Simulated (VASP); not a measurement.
# AlRu (rocksalt type) (Fm-3m) in VASP: relaxation of cell and atoms with PBEsol

Aim: the relaxation of cell and atoms of AlRu (rocksalt type) with PBEsol.

Everything below comes from runs of VASP 6.6.1. Logs are shortened: lines on timing, memory, paths and dates and some standing lists are left out, and cuts for length are marked.

## Step 1: The cell of the first run

It takes space group Fm-3m (No. 225, cubic). Conventional cell: a = 5.072 Å, b = 5.072 Å, c = 5.072 Å, α = 90.00°, β = 90.00°, γ = 90.00°. Within 3.3 Å of Ru (site symmetry m-3m) lie 6 Al at 2.54 Å. Al (site symmetry m-3m) has 6 Ru at 2.54 Å within 3.3 Å.

## Step 2: Relaxation of cell and atoms, PBEsol

File INCAR:

```
PREC = Accurate
ENCUT = 600
EDIFF = 1E-7
ISMEAR = -1
SIGMA = 0.05
LREAL = False
LASPH = True
NELM = 60
ALGO = Normal
ISIF = 3
LWAVE = False
LCHARG = False
GGA = PS
IBRION = 2
NSW = 60
EDIFFG = -0.005
```

File KPOINTS:

```
Automatic mesh
0
Gamma
  14 14 14
```

File POSCAR:

```
AlRu
1.0
    0.0000000000      2.5359338295      2.5359338295
    2.5359338295      0.0000000000      2.5359338295
    2.5359338295      2.5359338295      0.0000000000
Ru Al
1 1
Direct
    0.0000000000      0.0000000000      0.0000000000
    0.5000000000      0.5000000000      0.5000000000
```

Potentials or basis: VASP PAW PBE potentials, release 64 (Ru_pv, Al).

Run with:

```sh
$ cat potpaw_PBE.64/Ru_pv/POTCAR potpaw_PBE.64/Al/POTCAR > POTCAR
$ mpirun -np 1 vasp_std > vasp.out
```

OUTCAR:

```text
PREC = Accurate
   ENCUT = 600
   EDIFF = 1E-7
   ISMEAR = -1
   LREAL = False
   LASPH = True
   NELM = 60
   ISIF = 3
   GGA = PS
   IBRION = 2
   NSW = 60
   EDIFFG = -0.005

 ion  position               nearest neighbor table
   1  0.000  0.000  0.000-   2 2.54   2 2.54   2 2.54   2 2.54   2 2.54   2 2.54
   2  0.500  0.500  0.500-   1 2.54   1 2.54   1 2.54   1 2.54   1 2.54   1 2.54

  LATTYP: Found a face centered cubic cell.
 ALAT       =     5.0718676590

  Lattice vectors:

 A1 = (   0.0000000000,   2.5359338295,   2.5359338295)
 A2 = (   2.5359338295,   0.0000000000,   2.5359338295)
 A3 = (   2.5359338295,   2.5359338295,   0.0000000000)

Analysis of symmetry for initial positions (statically):
=====================================================================
 Subroutine PRICEL returns:
 Original cell was already a primitive cell.

 Routine SETGRP: Setting up the symmetry group for a
 face centered cubic supercell.

 Subroutine GETGRP returns: Found 48 space group operations
 (whereof 48 operations were pure point group operations)
 out of a pool of 48 trial point group operations.

The static configuration has the point symmetry O_h .

Analysis of symmetry for dynamics (positions and initial velocities):
=====================================================================
 Subroutine PRICEL returns:
 Original cell was already a primitive cell.

 Routine SETGRP: Setting up the symmetry group for a
 face centered cubic supercell.

 Subroutine GETGRP returns: Found 48 space group operations
 (whereof 48 operations were pure point group operations)
 out of a pool of 48 trial point group operations.

The dynamic configuration has the point symmetry O_h .

 Subroutine INISYM returns: Found 48 space group operations
 (whereof 48 operations are pure point group operations),
 and found     1 'primitive' translations

----------------------------------------------------------------------------------------

                                     Primitive cell

  volume of cell :      32.6170

  direct lattice vectors                    reciprocal lattice vectors
     0.000000000  2.535933829  2.535933829    -0.197166028  0.197166028  0.197166028
     2.535933829  0.000000000  2.535933829     0.197166028 -0.197166028  0.197166028
     2.535933829  2.535933829  0.000000000     0.197166028  0.197166028 -0.197166028

  length of vectors
     3.586352015  3.586352015  3.586352015     0.341501578  0.341501578  0.341501578

  position of ions in fractional coordinates (direct lattice)
     0.000000000  0.000000000  0.000000000
     0.500000000  0.500000000  0.500000000

  ion indices of the primitive-cell ions
   primitive index   ion index
                 1           1
                 2           2

----------------------------------------------------------------------------------------

 KPOINTS: Automatic mesh

Automatic generation of k-mesh.
 Grid dimensions read from file:
 generate k-points for:   14   14   14

 Generating k-lattice:

  Cartesian coordinates                     Fractional coordinates (reciprocal lattice)
    -0.014083288  0.014083288  0.014083288     0.071428571  0.000000000  0.000000000
     0.014083288 -0.014083288  0.014083288     0.000000000  0.071428571  0.000000000
     0.014083288  0.014083288 -0.014083288     0.000000000  0.000000000  0.071428571

  Length of vectors
     0.024392970  0.024392970  0.024392970

  Shift w.r.t. Gamma in fractional coordinates (k-lattice)
     0.000000000  0.000000000  0.000000000

 Subroutine IBZKPT returns following result:
 ===========================================

 Found    104 irreducible k-points:

 Following reciprocal coordinates:
            Coordinates               Weight
  0.000000  0.000000  0.000000      1.000000
  0.071429  0.000000  0.000000      8.000000
  0.142857  0.000000  0.000000      8.000000
  0.214286  0.000000  0.000000      8.000000
  0.285714  0.000000  0.000000      8.000000
  0.357143  0.000000  0.000000      8.000000
[... 16 lines left out ...]
  0.214286  0.142857  0.000000     24.000000
  0.285714  0.142857  0.000000     24.000000
 [... further k-points ...]
   k-points           NKPTS =    104   k-points in BZ     NKDIM =    104   number of bands    NBANDS=     12
   number of dos      NEDOS =    301   number of ions     NIONS =      2
   total plane-waves  NPLWV =  27000
   dimension x,y,z NGX =    30 NGY =   30 NGZ =   30
   dimension x,y,z NGXF=    60 NGYF=   60 NGZF=   60
   ions per type =               1   1
   NGX,Y,Z   is equivalent  to a cutoff of  13.91, 13.91, 13.91 a.u.
   NGXF,Y,Z  is equivalent  to a cutoff of  27.81, 27.81, 27.81 a.u.
 SYSTEM =  unknown system
   PREC   = accura    normal or accurate (medium, high low for compatibility)
   ISTART =      0    job   : 0-new  1-cont  2-samecut
   ICHARG =      2    charge: 1-file 2-atom 10-const
   ISPIN  =      1    spin polarized calculation?
   LNONCOLLINEAR =      F non collinear calculations
   LSORBIT =      F    spin-orbit coupling
   LASPH  =      T    aspherical Exc in radial PAW
   ENCUT  =  600.0 eV  44.10 Ry    6.64 a.u.   7.16  7.16  7.16*2*pi/ulx,y,z
   NELM   =     60;   NELMIN=  2; NELMDL= -5     # of ELM steps
   EDIFF  = 0.1E-06   stopping-criterion for ELM
   LREAL  =      F    real-space projection
   EDIFFG = -.5E-02   stopping-criterion for IOM
   NSW    =     60    number of steps for IOM
   IBRION =      2    ionic relax: 0-MD 1-quasi-New 2-CG
   NFREE  =      1    steps in history (QN), initial steepest desc. (CG)
   ISIF   =      3    stress and relaxation
   ISYM   =      2    0-nonsym 1-usesym 2-fastsym
   POTIM  = 0.5000    time-step for ionic-motion
   TEBEG  =    0.0;   TEEND  =   0.0 temperature during run
   PSTRESS=    0.0 pullay stress
   NELECT =      17.0000    total number of electrons
   NUPDOWN=      -1.0000    fix difference up-down
   EMIN   =  10.00;   EMAX   =-10.00  energy-range for DOS
   EFERMI =   0.00;   METHOD = LEGACY
   ISMEAR =    -1;   SIGMA  =   0.05  broadening in eV -4-tet -1-fermi 0-gaus
   EFERMI_NEDOS =   21; number of points for ismear=-14 and -15
   IALGO  =     38    algorithm
   IMIX   =      4    mixing-type and parameters
     AMIX     =   0.40;   BMIX     =  1.00
     AMIX_MAG =   1.60;   BMIX_MAG =  1.00
  volume/ion in A,a.u.               =      16.31       110.06
  Fermi-wavevector in a.u.,A,eV,Ry     =   1.317478  2.489672 23.616273  1.735747
  Thomas-Fermi vector in A             =   2.447516
   LORBIT       =      0    0 simple, 1 ext, 2 COOP (PROOUT), +10 PAW based schemes
   GGA     = PS    functional components
   LHFCALC =     F    Hartree Fock is set to
   AEXX    =    0.0000 exact exchange contribution
   IVDW    =     0    specifies the selected vdW correction
   LEPSILON=     F    determine dielectric tensor
   LRPA    =     F    only Hartree local field effects (RPA)
 conjugate gradient relaxation of ions
 non-spin polarized calculation
  energy-cutoff  :      600.00
  volume of cell :       32.62
 maximum number of plane-waves:      1106
 NGX is ok and might be reduce to    30
   NGX = 15   NGY = 15   NGZ = 15

--------------------------------------- Ionic step        1  -------------------------------------------

 number of electron      17.0000000 magnetization

 Free energy of the ion-electron system (eV)
  ---------------------------------------------------
  ext. energy  EPLUGINS =         0.00000000
  ---------------------------------------------------
  free energy    TOTEN  =       -13.73188805 eV

  energy without entropy =      -13.71024448  energy(sigma->0) =      -13.72106627

------------------------ aborting loop because EDIFF is reached ----------------------------------------

  FORCE on cell =-STRESS in cart. coord.  units (eV):
  Direction    XX          YY          ZZ          XY          YZ          ZX
  --------------------------------------------------------------------------------------
  -------------------------------------------------------------------------------------
  Total       -2.2384560     -2.2384560     -2.2384560      0.0000000     -0.0000000      0.0000000
  in kB     -109.9551028   -109.9551028   -109.9551028      0.0000000     -0.0000000      0.0000000
  external PRESSURE =    -109.9551028 kB  Pullay stress =       0.0000000 kB
[... 21 lines left out ...]
  energy  without entropy=      -13.7102444844  energy(sigma->0) =      -13.72106627

--------------------------------------- Ionic step        2  -------------------------------------------

 number of electron      16.9999998 magnetization

 E-fermi :  10.4623     XC(G=0): -12.4348

 val. band max:       10.4587358730   @ k =  -0.4286   0.4286   0.0000
 cond. band min:      10.4756268346   @ k =   0.5000   0.4286   0.0000
 fundamental gap:      0.0168909616
 Fermi energy:        10.4623336734

 k-point     1 :       0.0000    0.0000    0.0000
  band No.  band energies     occupation
      1     -31.4197      2.00000
      2     -31.4197      2.00000
      3     -31.4197      2.00000
      4       0.7612      2.00000
      5       8.0519      2.00000
      6       8.0519      2.00000
      7       8.0519      2.00000
      8       8.4712      2.00000
      9       8.4712      2.00000
     10      17.6385      0.00000
     11      17.6385      0.00000
     12      17.6385      0.00000
[... 331 lines left out ...]
 k-point    24 :       0.2857    0.1429    0.0000
  band No.  band energies     occupation
      1     -31.4752      2.00000
      2     -31.4358      2.00000
      3     -31.4350      2.00000
      4       2.3323      2.00000
      5       7.1587      2.00000
      6       7.3897      2.00000
      7       8.1202      2.00000
      8       8.8587      2.00000
      9       9.2351      2.00000
     10      15.2493      0.00000
     11      17.1363      0.00000
     12      19.3688      0.00000

 [... further k-points ...]

------------------------ aborting loop because EDIFF is reached ----------------------------------------

  FORCE on cell =-STRESS in cart. coord.  units (eV):
  Direction    XX          YY          ZZ          XY          YZ          ZX
  --------------------------------------------------------------------------------------
  -------------------------------------------------------------------------------------
  Total        2.6581642      2.6581642      2.6581642     -0.0000000     -0.0000000     -0.0000000
  in kB      154.2295855    154.2295855    154.2295855     -0.0000000     -0.0000000     -0.0000000
  external PRESSURE =     154.2295855 kB  Pullay stress =       0.0000000 kB
[... 129 lines left out ...]
  energy  without entropy=      -13.8101231337  energy(sigma->0) =      -13.81956732

--------------------------------------- Ionic step        6  -------------------------------------------

 number of electron      17.0000002 magnetization

 Free energy of the ion-electron system (eV)
  ---------------------------------------------------
  ext. energy  EPLUGINS =         0.00000000
  ---------------------------------------------------
  free energy    TOTEN  =       -13.82901452 eV

  energy without entropy =      -13.81014042  energy(sigma->0) =      -13.81957747

 E-fermi :   9.3095     XC(G=0): -12.0210

 val. band max:        9.2973235867   @ k =  -0.3571   0.4286   0.1429
 cond. band min:       9.3102719547   @ k =  -0.4286   0.4286   0.0714
 fundamental gap:      0.0129483680
 Fermi energy:         9.3094797414

 k-point     1 :       0.0000    0.0000    0.0000
  band No.  band energies     occupation
      1     -32.4972      2.00000
      2     -32.4972      2.00000
      3     -32.4972      2.00000
      4       0.1198      2.00000
      5       7.2184      2.00000
      6       7.2184      2.00000
      7       7.2184      2.00000
      8       7.5575      2.00000
      9       7.5575      2.00000
     10      16.0404      0.00000
     11      16.0404      0.00000
     12      16.0404      0.00000
[... 331 lines left out ...]
 k-point    24 :       0.2857    0.1429    0.0000
  band No.  band energies     occupation
      1     -32.5360      2.00000
      2     -32.5086      2.00000
      3     -32.5079      2.00000
      4       1.5899      2.00000
      5       6.3764      2.00000
      6       6.5729      2.00000
      7       7.2341      2.00000
      8       7.9140      2.00000
      9       8.2465      2.00000
     10      13.6427      0.00000
     11      15.4941      0.00000
     12      17.6194      0.00000

 [... further k-points ...]

------------------------ aborting loop because EDIFF is reached ----------------------------------------

  FORCE on cell =-STRESS in cart. coord.  units (eV):
  Direction    XX          YY          ZZ          XY          YZ          ZX
  --------------------------------------------------------------------------------------
  -------------------------------------------------------------------------------------
  Total        0.0019811      0.0019811      0.0019811     -0.0000000      0.0000000     -0.0000000
  in kB        0.1058404      0.1058404      0.1058404     -0.0000000      0.0000000     -0.0000000
  external PRESSURE =       0.1058404 kB  Pullay stress =       0.0000000 kB
[... 17 lines left out ...]
  FREE ENERGIE OF THE ION-ELECTRON SYSTEM (eV)
  ---------------------------------------------------
  free  energy   TOTEN  =       -13.8290145153 eV

  energy  without entropy=      -13.8101404187  energy(sigma->0) =      -13.81957747

 reached required accuracy - stopping structural energy minimisation
```

Run time: 4.1 min. Hardware: 1 thread of Intel Xeon Platinum 8259CL at 2.50GHz (Skylake/Cascade Lake), shared host; peak memory 0.22 GiB.

Results:

- Free energy: -13.8290 eV
- Relaxed volume: 14.99 Å³/atom
- Relaxed cell: a = 3.487 Å, b = 3.487 Å, c = 3.487 Å, α = 60.00°, β = 60.00°, γ = 60.00°
- Space group after relaxing (to 0.1 Å): Fm-3m (No. 225)
- Energy gained by relaxing: 48.6 meV/atom
- Ionic steps: 6
- Pressure after relaxing: 0.0 GPa
- Band gap on the k mesh: zero (an odd number of electrons rules out a gap without spin polarisation)

Step by step:
```csv
step,energy change (eV),largest force (eV/Å),pressure (GPa),volume (Å³)
1,0.0000,0.0000,-11.00,32.62
2,0.0092,0.0000,15.42,27.61
3,-0.0971,0.0000,-0.19,30.03
4,-0.0971,0.0000,0.07,29.98
5,-0.0971,0.0000,-0.07,30.00
6,-0.0971,0.0000,0.01,29.99
```

Final structure:
```
CELL_PARAMETERS angstrom
0.00000 2.46591 2.46591
2.46591 0.00000 2.46591
2.46591 2.46591 0.00000
ATOMIC_POSITIONS crystal
Ru 0.00000 0.00000 0.00000
Al 0.50000 0.50000 0.50000
```

Caveat: the PAW data sets were made with another functional, which shifts forces and pressure a little.
